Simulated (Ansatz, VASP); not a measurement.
## One calculation of KF, two programs

```
K F
1.0
     0.00000    2.67350    2.72697
     2.67350    0.00000    2.72697
     2.67350    2.67350    0.00000
K F
1 1
Cartesian
  0.0000 0.0000 0.0000
  2.6735 2.6735 2.7270
```

Change from the starting cell: zz strain of +2 %, crystal datasets.

Alike in both runs: task electric field gradients; functional PBEsol; k mesh 9 × 9 × 9; occupations fermi-dirac, width 0.01 eV; no spin polarisation.

|  | VASP | Ansatz |
| --- | --- | --- |
| version | VASP 6.6.1 | Ansatz 0.2.0 |
| potentials or method | VASP PAW PBE potentials, release 64 (K_sv, F), cutoff 520 eV | all-electron PAW with datasets made for the crystal, scalar-relativistic |

```csv
,VASP,Ansatz,Ansatz less VASP
gap on the k mesh at the Fermi level (eV),5.91,5.92,+0.010
pressure (GPa),-1.2,-1.2,-0.02
"traceless stress, the component that is largest in VASP (GPa)",-0.56,-0.53,+0.024
size of Vzz on the site where it differs most (V/Å²),4.9,4.8,-0.13
```

VASP's potentials were made for PBE, not for PBEsol. Ansatz ran all-electron here, and VASP with PAW potentials. Ansatz's warnings: printed levels off.
